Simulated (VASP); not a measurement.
Here is a VASP 6.6.1 calculation.

INCAR

```
SYSTEM = ZrC
  PREC = Accurate
  ENCUT = 520
  EDIFF = 1E-8
  ISMEAR = -1
  SIGMA = 0.05
  LREAL = .FALSE.
  LASPH = .TRUE.
  NELM = 80
  ALGO = Normal
  ISIF = 2
  LWAVE = .FALSE.
  LCHARG = .FALSE.
  GGA = PE
  LEFG = .TRUE.
  NBANDS = 15
```

The input KPOINTS:

```
regular mesh
0
G
  15 15 15
  0 0 0
```

The input POSCAR:

```
ZrC
1.0
    0.0000000000      2.3026411936      2.3026411936
    2.3026411936      0.0000000000      2.3026411936
    2.3026411936      2.3026411936      0.0000000000
Zr C
1 1
Direct
    0.5000000000      0.5000000000      0.5000000000
    0.0000000000      0.0000000000      0.0000000000
```

Potentials or basis: VASP PAW PBE potentials, release 64 (Zr_sv, C).

Launch:

```console
$ cat potpaw_PBE.64/Zr_sv/POTCAR potpaw_PBE.64/C/POTCAR > POTCAR
$ mpirun -np 1 vasp_std > vasp.out
```

Predict the band gap on the k mesh.

zero (band 8 reaches 11.28 eV, above the bottom of band 9 at 9.97 eV).

Predict the pressure.

17.2 GPa.

Caveat: without QUAD_EFG the Cq values of the log hold for a quadrupole moment of 1 mb, not for the nuclei.
